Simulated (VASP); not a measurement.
The system is MgS.

```
Mg S
1.0
     0.00000    2.60440    2.60440
     2.60440    0.00000    2.60440
     2.60440    2.60440    0.00000
Mg S
1 1
Direct
  0.00000 0.00000 0.00000
  0.50000 0.50000 0.50000
```

| Quantity | Value |
| --- | --- |
| Program | VASP 6.6.1 |
| Task | relaxation of cell and atoms |
| Functional | LDA |
| Potentials or basis | VASP PAW LDA potentials, release 64 (Mg_sv, S) |
| Cutoff | 840 eV |
| k mesh | 6 × 6 × 6 |
| Occupations | gaussian, width 0.02 eV |
| Spin | no spin polarisation |

At the start: pressure -3.5 GPa; volume 17.67 Å³/atom.

Question: Where does the relaxation end?

Answer: Over 3 steps the energy falls by 8.8 meV/atom and the volume is 16.88 Å³/atom (-4.4 %); space group Fm-3m (No. 225, to 0.1 Å) before and after.

Step by step:
| step | energy change (eV) | largest force (eV/Å) | pressure (GPa) | volume (Å³) |
| --- | --- | --- | --- | --- |
| 1 | 0.0000 | 0.0000 | -3.49 | 35.33 |
| 2 | -0.0166 | 0.0000 | 0.95 | 33.40 |
| 3 | -0.0176 | 0.0000 | 0.01 | 33.77 |

Final structure:
```
Mg S
1.0
     0.00000    2.56541    2.56541
     2.56541    0.00000    2.56541
     2.56541    2.56541    0.00000
Mg S
1 1
Direct
  0.00000 0.00000 0.00000
  0.50000 0.50000 0.50000
```
